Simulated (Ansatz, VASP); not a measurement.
One calculation of SnO, two programs

INCAR

```
SYSTEM = SnO
PREC = Accurate
ENCUT = 520
EDIFF = 1E-7
ISMEAR = -1
SIGMA = 0.05
LREAL = .FALSE.
LASPH = .TRUE.
NELM = 80
ALGO = Normal
ISIF = 2
LWAVE = .FALSE.
LCHARG = .FALSE.
GGA = CA
NBANDS = 28
```

KPOINTS

```
regular mesh
0
G
  8 5 6
  0 0 0
```

File POSCAR:

```
SnO
1.0
    3.3096615362      0.0000000000      0.0000000000
    0.0000000000      5.5974175183      0.0000000000
    0.0000000000      0.0000000000      4.1649093566
Sn O
2 2
Direct
    0.5000000000      0.7680910000      0.0131440000
    0.0000000000      0.2319090000      0.5131440000
    0.5000000000      0.1087500000      0.2368570000
    0.0000000000      0.8912500000      0.7368570000
```

Contents of input.yaml:

```yaml
crystal:
  lattice:
    - [3.3096615362, 0.0, 0.0]
    - [0.0, 5.5974175183, 0.0]
    - [0.0, 0.0, 4.1649093566]
  atoms:
    - { symbol: Sn, position: [0.5, 0.768091, 0.013144] }
    - { symbol: Sn, position: [0.0, 0.231909, 0.513144] }
    - { symbol: O, position: [0.5, 0.10875, 0.236857] }
    - { symbol: O, position: [0.0, 0.89125, 0.736857] }
hamiltonian:
  xc: lda
  pseudopotentials: { kind: paw }
kpoints:
  mp_grid: { grid: [8, 5, 6] }
scf:
  occupations: { method: fermi_dirac, width: 0.05 }
output:
  forces: true
  stress: true
  eigenvalues: true
```

Alike in both runs: task single point; functional LDA; k mesh 8 × 5 × 6; occupations fermi-dirac, width 0.05 eV; no spin polarisation.

```csv
,VASP,Ansatz
version,VASP 6.6.1,Ansatz 0.2.0
potentials or method,"VASP PAW LDA potentials, release 64 (Sn_d, O)",Ansatz PAW
plane-wave cutoff (eV),520,420
valence electrons in the cell,40,40
```

|  | VASP | Ansatz | Ansatz less VASP |
| --- | --- | --- | --- |
| gap on the k mesh at the Fermi level (eV) | 1.39 | 1.42 | +0.027 |
| least direct gap on the mesh (eV) | 1.97 | 2.01 | +0.034 |
| pressure (GPa) | -2.2 | -2.5 | -0.33 |
| traceless stress, the component that is largest in VASP (GPa) | 0.51 | 0.46 | -0.051 |
| rms of the force components (eV/Å) | 0.065 | 0.095 | +0.0292 |

LDA's correlation is that of Perdew and Zunger in VASP and of Perdew and Wang (1992) in Ansatz. Atom by atom the forces differ by 0.046 eV/Å (rms over components).

Noted on Ansatz's run: odd divisions of the mesh miss points on the zone boundary, where band edges often lie, so the gap on the mesh can be too wide.
